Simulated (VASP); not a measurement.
# HfC (I4mm) in VASP: single point with PBE

Aim: the single point of HfC with PBE.

Program: VASP 6.6.1. These are calculated values, not measurements. Logs are shortened: lines on timing, memory, paths and dates and some standing lists are left out, and cuts for length are marked.

## 1. The cell of the first run

It takes space group I4mm (No. 107, tetragonal). The conventional cell has a = 3.288 Å, b = 3.288 Å, c = 4.650 Å, α = 90.00°, β = 90.00°, γ = 90.00°. Hf (site symmetry 4mm) has 6 C at 2.12 to 2.53 Å within 2.8 Å. Within 2.8 Å of C (site symmetry 4mm) lie 6 Hf at 2.12 to 2.53 Å.

## 2. Single point, PBE (atom 1 (Hf) moved by [0.2, 0.0, 0.0] A)

INCAR reads:

```
SYSTEM = HfC
PREC = Accurate
ENCUT = 520
EDIFF = 1E-7
ISMEAR = -1
SIGMA = 0.05
LREAL = .FALSE.
LASPH = .TRUE.
NELM = 80
ALGO = Normal
ISIF = 2
LWAVE = .FALSE.
LCHARG = .TRUE.
GGA = PE
LELF = .TRUE.
LVHAR = .TRUE.
NBANDS = 14
```

KPOINTS reads:

```
Automatic mesh
0
G
  12 12 12
  0 0 0
```

POSCAR reads:

```
HfC
1.0
    0.0000000000      2.3250000000      2.3250000000
    2.3250000000      0.0000000000      2.3250000000
    2.3250000000      2.3250000000      0.0000000000
Hf C
1 1
Direct
    0.4569892473      0.5430107527      0.5430107527
    0.0000000000      0.0000000000      0.0000000000
```

Potentials or basis: VASP PAW PBE potentials, release 64 (Hf_pv, C).

Run with:

```bash
> cat potpaw_PBE.64/Hf_pv/POTCAR potpaw_PBE.64/C/POTCAR > POTCAR
> mpirun -np 1 vasp_std > vasp.out
```

OUTCAR:

```text
SYSTEM = HfC
   PREC = Accurate
   ENCUT = 520
   EDIFF = 1E-7
   ISMEAR = -1
   LREAL = .FALSE.
   LASPH = .TRUE.
   NELM = 80
   ISIF = 2
   GGA = PE

 ion  position               nearest neighbor table
   1  0.457  0.543  0.543-   2 2.12   2 2.33   2 2.33   2 2.33   2 2.33   2 2.53
   2  0.000  0.000  0.000-   1 2.12   1 2.33   1 2.33   1 2.33   1 2.33   1 2.53

  LATTYP: Found a face centered cubic cell.
 ALAT       =     4.6500000000

  Lattice vectors:

 A1 = (   0.0000000000,   2.3250000000,   2.3250000000)
 A2 = (   2.3250000000,   0.0000000000,   2.3250000000)
 A3 = (   2.3250000000,   2.3250000000,   0.0000000000)

Analysis of symmetry for initial positions (statically):
=====================================================================
 Subroutine PRICEL returns:
 Original cell was already a primitive cell.

 Routine SETGRP: Setting up the symmetry group for a
 face centered cubic supercell.

 Subroutine GETGRP returns: Found  8 space group operations
 (whereof  8 operations were pure point group operations)
 out of a pool of 48 trial point group operations.

The static configuration has the point symmetry C_4v.

Analysis of symmetry for dynamics (positions and initial velocities):
=====================================================================
 Subroutine PRICEL returns:
 Original cell was already a primitive cell.

 Routine SETGRP: Setting up the symmetry group for a
 face centered cubic supercell.

 Subroutine GETGRP returns: Found  8 space group operations
 (whereof  8 operations were pure point group operations)
 out of a pool of 48 trial point group operations.

The dynamic configuration has the point symmetry C_4v.

 Subroutine INISYM returns: Found  8 space group operations
 (whereof  8 operations are pure point group operations),
 and found     1 'primitive' translations

----------------------------------------------------------------------------------------

                                     Primitive cell

  volume of cell :      25.1362

  direct lattice vectors                    reciprocal lattice vectors
     0.000000000  2.325000000  2.325000000    -0.215053763  0.215053763  0.215053763
     2.325000000  0.000000000  2.325000000     0.215053763 -0.215053763  0.215053763
     2.325000000  2.325000000  0.000000000     0.215053763  0.215053763 -0.215053763

  length of vectors
     3.288046533  3.288046533  3.288046533     0.372484045  0.372484045  0.372484045

  position of ions in fractional coordinates (direct lattice)
     0.456989247  0.543010753  0.543010753
     0.000000000  0.000000000  0.000000000

  ion indices of the primitive-cell ions
   primitive index   ion index
                 1           1
                 2           2

----------------------------------------------------------------------------------------

 KPOINTS: Automatic mesh

Automatic generation of k-mesh.
 Grid dimensions read from file:
 generate k-points for:   12   12   12

 Generating k-lattice:

  Cartesian coordinates                     Fractional coordinates (reciprocal lattice)
    -0.017921147  0.017921147  0.017921147     0.083333333  0.000000000  0.000000000
     0.017921147 -0.017921147  0.017921147     0.000000000  0.083333333  0.000000000
     0.017921147  0.017921147 -0.017921147     0.000000000  0.000000000  0.083333333

  Length of vectors
     0.031040337  0.031040337  0.031040337

  Shift w.r.t. Gamma in fractional coordinates (k-lattice)
     0.000000000  0.000000000  0.000000000

 Subroutine IBZKPT returns following result:
 ===========================================

 Found    163 irreducible k-points:

 Following reciprocal coordinates:
            Coordinates               Weight
  0.000000  0.000000  0.000000      1.000000
  0.083333  0.000000  0.000000      8.000000
  0.166667  0.000000  0.000000      8.000000
  0.250000  0.000000  0.000000      8.000000
  0.333333  0.000000  0.000000      8.000000
  0.416667  0.000000  0.000000      8.000000
[... 16 lines left out ...]
  0.000000 -0.333333  0.083333      8.000000
 -0.250000  0.083333  0.000000     16.000000
 [... further k-points ...]
   k-points           NKPTS =    163   k-points in BZ     NKDIM =    163   number of bands    NBANDS=     14
   number of dos      NEDOS =    301   number of ions     NIONS =      2
   total plane-waves  NPLWV =  13824
   dimension x,y,z NGX =    24 NGY =   24 NGZ =   24
   dimension x,y,z NGXF=    48 NGYF=   48 NGZF=   48
   ions per type =               1   1
   NGX,Y,Z   is equivalent  to a cutoff of  12.13, 12.13, 12.13 a.u.
   NGXF,Y,Z  is equivalent  to a cutoff of  24.27, 24.27, 24.27 a.u.
 SYSTEM =  HfC
   PREC   = accura    normal or accurate (medium, high low for compatibility)
   ISTART =      0    job   : 0-new  1-cont  2-samecut
   ICHARG =      2    charge: 1-file 2-atom 10-const
   ISPIN  =      1    spin polarized calculation?
   LNONCOLLINEAR =      F non collinear calculations
   LSORBIT =      F    spin-orbit coupling
   LASPH  =      T    aspherical Exc in radial PAW
   ENCUT  =  520.0 eV  38.22 Ry    6.18 a.u.   6.11  6.11  6.11*2*pi/ulx,y,z
   NELM   =     80;   NELMIN=  2; NELMDL= -5     # of ELM steps
   EDIFF  = 0.1E-06   stopping-criterion for ELM
   LREAL  =      F    real-space projection
   EDIFFG = 0.1E-05   stopping-criterion for IOM
   NSW    =      0    number of steps for IOM
   IBRION =     -1    ionic relax: 0-MD 1-quasi-New 2-CG
   NFREE  =      0    steps in history (QN), initial steepest desc. (CG)
   ISIF   =      2    stress and relaxation
   ISYM   =      2    0-nonsym 1-usesym 2-fastsym
   POTIM  = 0.5000    time-step for ionic-motion
   TEBEG  =    0.0;   TEEND  =   0.0 temperature during run
   PSTRESS=    0.0 pullay stress
   NELECT =      14.0000    total number of electrons
   NUPDOWN=      -1.0000    fix difference up-down
   EMIN   =  10.00;   EMAX   =-10.00  energy-range for DOS
   EFERMI =   0.00;   METHOD = LEGACY
   ISMEAR =    -1;   SIGMA  =   0.05  broadening in eV -4-tet -1-fermi 0-gaus
   EFERMI_NEDOS =   21; number of points for ismear=-14 and -15
   IALGO  =     38    algorithm
   IMIX   =      4    mixing-type and parameters
     AMIX     =   0.40;   BMIX     =  1.00
     AMIX_MAG =   1.60;   BMIX_MAG =  1.00
  volume/ion in A,a.u.               =      12.57        84.81
  Fermi-wavevector in a.u.,A,eV,Ry     =   1.346949  2.545365 24.684672  1.814272
  Thomas-Fermi vector in A             =   2.474740
   LORBIT       =      0    0 simple, 1 ext, 2 COOP (PROOUT), +10 PAW based schemes
   GGA     = PE    functional components
   LHFCALC =     F    Hartree Fock is set to
   AEXX    =    0.0000 exact exchange contribution
   IVDW    =     0    specifies the selected vdW correction
   LEPSILON=     F    determine dielectric tensor
   LRPA    =     F    only Hartree local field effects (RPA)
 non-spin polarized calculation
  energy-cutoff  :      520.00
  volume of cell :       25.14
 maximum number of plane-waves:       700
   NGX = 13   NGY = 13   NGZ = 13

 number of electron      14.0000000 magnetization

 Free energy of the ion-electron system (eV)
  ---------------------------------------------------
  ext. energy  EPLUGINS =         0.00000000
  ---------------------------------------------------
  free energy    TOTEN  =       -20.89214885 eV

  energy without entropy =      -20.89095967  energy(sigma->0) =      -20.89155426

 E-fermi :   6.0143     XC(G=0): -12.2679

 val. band max:        5.9959020519   @ k =   0.0000   0.4167   0.3333
 cond. band min:       6.0289911521   @ k =   0.0000   0.5000   0.4167
 fundamental gap:      0.0330891002
 Fermi energy:         6.0143460296

 k-point     1 :       0.0000    0.0000    0.0000
  band No.  band energies     occupation
      1     -23.6188      2.00000
      2     -23.6172      2.00000
      3     -23.6172      2.00000
      4      -6.3263      2.00000
      5       5.9435      1.60983
      6       5.9435      1.60982
      7       6.2185      0.03314
      8       7.3491      0.00000
      9       8.4884      0.00000
     10       8.4884      0.00000
     11       9.3547      0.00000
     12      10.3962      0.00000
     13      12.6939      0.00000
     14      16.8685      0.00000

 k-point     2 :       0.0833    0.0000    0.0000
  band No.  band energies     occupation
      1     -23.6670      2.00000
      2     -23.6224      2.00000
      3     -23.6221      2.00000
      4      -6.1525      2.00000
      5       5.1675      2.00000
      6       5.6580      1.99839
      7       6.1707      0.08393
      8       7.4413      0.00000
      9       8.1424      0.00000
     10       8.4390      0.00000
     11      10.3439      0.00000
     12      11.0824      0.00000
     13      13.1036      0.00000
     14      17.3590      0.00000

 k-point     3 :       0.1667    0.0000    0.0000
  band No.  band energies     occupation
      1     -23.7974      2.00000
      2     -23.6354      2.00000
      3     -23.6352      2.00000
      4      -5.6563      2.00000
      5       3.9929      2.00000
      6       4.9329      2.00000
      7       5.2998      2.00000
      8       7.9064      0.00000
      9       8.3136      0.00000
     10       8.6527      0.00000
     11      11.9358      0.00000
     12      12.4682      0.00000
     13      14.0380      0.00000
     14      18.6245      0.00000
[... 324 lines left out ...]
 k-point    23 :       0.0000   -0.3333    0.0833
  band No.  band energies     occupation
      1     -24.1719      2.00000
      2     -23.7202      2.00000
      3     -23.6704      2.00000
      4      -3.6785      2.00000
      5       1.0911      2.00000
      6       3.2970      2.00000
      7       3.6707      2.00000
      8       9.3046      0.00000
      9       9.8389      0.00000
     10      11.1908      0.00000
     11      14.4601      0.00000
     12      15.4124      0.00000
     13      16.4100      0.00000
     14      19.5659      0.00000

 k-point    24 :      -0.2500    0.0833    0.0000
  band No.  band energies     occupation
      1     -24.0282      2.00000
      2     -23.7035      2.00000
      3     -23.6494      2.00000
      4      -4.5267      2.00000
      5       2.2331      2.00000
      6       3.8003      2.00000
      7       4.0384      2.00000
      8       8.6328      0.00000
      9       9.4109      0.00000
     10      10.1643      0.00000
     11      13.0428      0.00000
     12      15.0325      0.00000
     13      15.6711      0.00000
     14      19.7159      0.00000

 [... further k-points ...]

------------------------ aborting loop because EDIFF is reached ----------------------------------------

  FORCE on cell =-STRESS in cart. coord.  units (eV):
  Direction    XX          YY          ZZ          XY          YZ          ZX
  --------------------------------------------------------------------------------------
  -------------------------------------------------------------------------------------
  Total        1.8509774     -0.1481830     -0.1481830     -0.0000000      0.0000000      0.0000000
  in kB      117.9812065     -9.4451747     -9.4451747     -0.0000000      0.0000000      0.0000000
  external PRESSURE =      33.0302857 kB  Pullay stress =       0.0000000 kB

 VOLUME and BASIS-vectors are now :
 -----------------------------------------------------------------------------
  energy-cutoff  :      520.00
  volume of cell :       25.14
      direct lattice vectors                 reciprocal lattice vectors
     0.000000000  2.325000000  2.325000000    -0.215053763  0.215053763  0.215053763
     2.325000000  0.000000000  2.325000000     0.215053763 -0.215053763  0.215053763
     2.325000000  2.325000000  0.000000000     0.215053763  0.215053763 -0.215053763

 POSITION                                       TOTAL-FORCE (eV/Angst)
 -----------------------------------------------------------------------------------
      2.52500      2.32500      2.32500        -1.720474      0.000000      0.000000
      0.00000      0.00000      0.00000         1.720474      0.000000      0.000000
 -----------------------------------------------------------------------------------
    total drift:                                0.000011     -0.000000     -0.000000

  FREE ENERGIE OF THE ION-ELECTRON SYSTEM (eV)
  ---------------------------------------------------
  free  energy   TOTEN  =       -20.8921488540 eV

  energy  without entropy=      -20.8909596748  energy(sigma->0) =      -20.89155426
```

Run time: 57 s. Hardware: 1 thread of AMD EPYC 7R13 (Zen 3), shared host; peak memory 0.15 GiB.

What came out:

- Free energy: -20.8921 eV
- Pressure: 3.3 GPa
- Largest force: 1.720 eV/Å
- Band gap on the k mesh: zero (band 7 reaches 6.35 eV, above the bottom of band 8 at 5.43 eV)

Forces on the atoms (eV/Å):
```
Hf  -1.720  0.000  0.000
C    1.720  0.000  0.000
```

Caveat: the cell differs from its parent crystal (atom 1 (Hf) moved by [0.2, 0.0, 0.0] A); spin-orbit coupling is left out, which moves the levels of the heavy elements; forces of over 1 eV/Å act on the atoms, so gaps and moduli don't describe the material at rest.
